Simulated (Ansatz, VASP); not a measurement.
## One calculation of Mg, two programs

```
Mg
1.0
     1.57249   -5.70932    0.00000
     1.57249    5.70932    0.00000
     0.00000    0.00000    5.32725
Mg
4
Direct
  0.13255 0.86745 0.00000
  0.63255 0.36745 0.50000
  0.86745 0.13255 0.00000
  0.36745 0.63255 0.50000
```

Alike in both runs: functional PBEsol; k mesh 6 × 6 × 4; occupations gaussian, width 0.1 eV; no spin polarisation.

Ansatz relaxed the structure, and its values are those at the end. VASP's run is a single point on that final structure, the one shown.

|  | VASP | Ansatz |
| --- | --- | --- |
| version | VASP 6.6.1 | Ansatz 0.2.0 |
| potentials or method | VASP PAW PBE potentials, release 64 (Mg), cutoff 520 eV | scalar-relativistic, plane waves, PAW |
| valence electrons in the cell | 8 | 40 |

```tsv
	VASP	Ansatz	Ansatz less VASP
gap on the k mesh at the Fermi level (eV)	none	none	-
pressure (GPa)	0.0	0.0	+0.04
```

VASP's potentials were made for PBE, not for PBEsol. A gap of «none» marks a metal or a gap that the smearing closes. VASP's potentials hold 8 valence electrons a cell and Ansatz's 40, so a difference there can come from the potentials and not from the codes.
